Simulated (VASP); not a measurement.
Input of a VASP 6.6.1 run:

The input INCAR:

```
PREC = Accurate ; ENCUT = 520
EDIFF = 1E-6 ; ISMEAR = 0
SIGMA = 0.1 ; LREAL = F
LASPH = T ; NELM = 60
ALGO = Normal ; ISIF = 2
LWAVE = F ; LCHARG = F
LDIPOL = T ; IDIPOL = 3
DIPOL = 0.5 0.5 0.500 ; GGA = PE
IVDW = 12 ; IBRION = 2
NSW = 60 ; EDIFFG = -0.01
```

The input KPOINTS:

```
regular mesh
0
Gamma
  18 18 1
```

Contents of POSCAR:

```
C
1.0
    2.5643477997      0.0000000000      0.0000000000
   -1.2821738998      2.2207903387      0.0000000000
    0.0000000000      0.0000000000     26.0032200122
C
2
Direct
    0.6666666667      0.3333333333      0.4999999925
    0.3333333333      0.6666666667      0.5000000075
```

Potentials or basis: VASP PAW PBE potentials, release 64 (C).

Launch:

```bash
$ cat potpaw_PBE.64/C/POTCAR > POTCAR
$ mpirun -np 1 vasp_std > vasp.out
```

**Question.** Predict the band gap on the k mesh.

**Answer.** Zero (filled and empty bands touch).

**Question.** Predict the dispersion energy per atom.

**Answer.** -0.085 eV.

Final structure:
```
C
1.0
     2.56435    0.00000    0.00000
    -1.28217    2.22079    0.00000
     0.00000    0.00000   26.00322
C
2
Direct
  0.66667 0.33333 0.50000
  0.33333 0.66667 0.50000
```

Caveat: the cell differs from its parent crystal (biaxial strain +0.040); the relaxation stopped at its first step, so nothing moved.
